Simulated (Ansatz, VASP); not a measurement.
**ZnHgO2 in VASP and in Ansatz**

```
CELL_PARAMETERS angstrom
3.46060 0.00000 0.00000
0.00000 3.46060 0.00000
0.00000 0.00000 5.31738
ATOMIC_POSITIONS crystal
Zn 0.00000 0.00000 0.00000
O 0.00000 0.50000 0.20350
O 0.50000 0.00000 0.79650
Hg 0.50000 0.50000 0.50000
```

Alike in both runs: task single point; functional PBE; k mesh 6 × 6 × 4; occupations fermi-dirac, width 0.02 eV; no spin polarisation.

|  | VASP | Ansatz |
| --- | --- | --- |
| version | VASP 6.6.1 | Ansatz 0.2.0 |
| potentials or method | VASP PAW PBE potentials, release 64 (Zn, O, Hg) | plane waves, PAW |
| plane-wave cutoff (eV) | 520 | 420 |
| valence electrons in the cell | 36 | 44 |

Ansatz gave:

- pressure (GPa): -5.2
- rms of the force components (eV/Å): 0.008

**Question.** Which values does VASP return?

**Answer.** Pressure (GPa): -4.6; rms of the force components (eV/Å): 0.000.

VASP's potentials hold 36 valence electrons a cell and Ansatz's 44, so a difference there can come from the potentials and not from the codes.

Spin-orbit coupling is off throughout.
